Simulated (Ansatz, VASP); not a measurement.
## WS2: VASP beside Ansatz

INCAR

```
SYSTEM = WS2
ALGO = Normal
EDIFF = 1E-6
ENCUT = 520
GGA = PS
ISIF = 2
ISMEAR = 0
LASPH = .TRUE.
LCHARG = .FALSE.
LREAL = .FALSE.
LWAVE = .FALSE.
NBANDS = 20
NELM = 80
PREC = Accurate
SIGMA = 0.05
```

Contents of KPOINTS:

```
k-points
0
G
  12 12 12
  0 0 0
```

Contents of POSCAR:

```
WS2
1.0
    1.5790003843      0.9116362969      6.1633300000
   -1.5790003843      0.9116362969      6.1633300000
    0.0000000000     -1.8232725938      6.1633300000
W S
1 2
Direct
    0.0000000000      0.0000000000      0.0000000000
    0.7503000000      0.7503000000      0.7503000000
    0.6067476258      0.6067476258      0.4970547578
```

Input for Ansatz:

```yaml
crystal:
  lattice:
    - [1.5790003843, 0.9116362969, 6.16333]
    - [-1.5790003843, 0.9116362969, 6.16333]
    - [0.0, -1.8232725938, 6.16333]
  atoms:
    - { symbol: W, position: [0.0, 0.0, 0.0] }
    - { symbol: S, position: [0.7503, 0.7503, 0.7503] }
    - { symbol: S, position: [0.6067476258, 0.6067476258, 0.4970547578] }
basis:
  ecutwfc: 420
kpoints:
  mp_grid: { grid: [12, 12, 12] }
hamiltonian:
  xc: pbesol
scf:
  occupations: { method: gaussian, width: 0.05 }
output:
  forces: true
  stress: true
  eigenvalues: true
```

Alike in both runs: task single point; functional PBEsol; k mesh 12 × 12 × 12; occupations gaussian, width 0.05 eV; no spin polarisation.

|  | VASP | Ansatz |
| --- | --- | --- |
| version | VASP 6.6.1 | Ansatz 0.2.0 |
| potentials or method | VASP PAW PBE potentials, release 64 (W_sv, S), cutoff 520 eV | scalar-relativistic, plane waves, PAW |
| valence electrons in the cell | 26 | 26 |

|  | VASP | Ansatz | Ansatz less VASP |
| --- | --- | --- | --- |
| gap on the k mesh at the Fermi level (eV) | 0.63 | 0.62 | -0.016 |
| least direct gap on the mesh (eV) | 1.72 | 1.71 | -0.012 |
| pressure (GPa) | -7.8 | -7.9 | -0.09 |
| traceless stress, the component that is largest in VASP (GPa) | 6.57 | 6.54 | -0.026 |
| rms of the force components (eV/Å) | 1.421 | 1.420 | -0.0014 |

VASP's potentials were made for PBE, not for PBEsol. Atom by atom the forces differ by 0.009 eV/Å (rms over components). With one functional, cell and mesh, what is left measures potentials, basis and numerics.

Spin-orbit coupling is off throughout.
